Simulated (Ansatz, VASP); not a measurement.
NaF: VASP beside Ansatz

INCAR

```
SYSTEM = NaF
PREC     = Accurate       ! precision mode
ENCUT    = 520            ! plane-wave cutoff, eV
EDIFF    = 1E-7           ! SCF threshold, eV
ISMEAR   = 0              ! smearing method
SIGMA    = 0.01           ! smearing width, eV
LREAL    = .False.        ! projectors in reciprocal space
LASPH    = .True.         ! aspherical terms in the spheres
NELM     = 100            ! most SCF steps
ALGO     = Normal         ! electronic algorithm
ISIF     = 2              ! what is computed and relaxed
LWAVE    = .False.        ! write WAVECAR
LCHARG   = .False.        ! write CHGCAR
NBANDS   = 22             ! bands
```

KPOINTS

```
regular mesh
0
Gamma
  6 6 2
  0 0 0
```

File POSCAR:

```
NaF
1.0
    3.1775543222      0.0000000000      0.0000000000
   -1.5887771611      2.7518427650      0.0000000000
    0.0000000000      0.0000000000      5.5676310468
Na F
2 2
Direct
    0.0000000000      0.0000000000      0.0000000000
    0.0000000000      0.0000000000      0.5000000000
    0.3333333333      0.6666666667      0.2500000000
    0.6666666667      0.3333333333      0.7500000000
```

Input for Ansatz:

```yaml
crystal:
  lattice:
    - [3.1775543222, 0.0, 0.0]
    - [-1.5887771611, 2.751842765, 0.0]
    - [0.0, 0.0, 5.5676310468]
  atoms:
    - { symbol: Na, position: [0.0, 0.0, 0.0] }
    - { symbol: Na, position: [0.0, 0.0, 0.5] }
    - { symbol: F, position: [0.3333333333, 0.6666666667, 0.25] }
    - { symbol: F, position: [0.6666666667, 0.3333333333, 0.75] }
kpoints:
  mp_grid: { grid: [6, 6, 2] }
hamiltonian:
  xc: lda
scf:
  occupations: { method: fixed }
output:
  optics:
    e_range: [0, 30]
    de: 0.2
    sigma: 0.05
    scissors: 0
    scheme: gaussian
    bands: auto
```

Alike in both runs: task single point; functional LDA; k mesh 6 × 6 × 2; no spin polarisation.

|  | VASP | Ansatz |
| --- | --- | --- |
| version | VASP 6.6.1 | Ansatz 0.2.0 |
| potentials or method | VASP PAW LDA potentials, release 64 (Na_pv, F) | plane waves, PAW |
| plane-wave cutoff (eV) | 520 | 420 |
| occupations | gaussian, width 0.01 eV | fixed |
| valence electrons in the cell | 28 | 32 |

|  | VASP | Ansatz | Ansatz less VASP |
| --- | --- | --- | --- |
| gap on the k mesh at the Fermi level (eV) | 5.99 | 6.01 | +0.021 |

LDA's correlation is that of Perdew and Zunger in VASP and of Perdew and Wang (1992) in Ansatz. VASP's potentials hold 28 valence electrons a cell and Ansatz's 32, so a difference there can come from the potentials and not from the codes.

The k mesh is coarse, so the values compare programs but aren't converged.
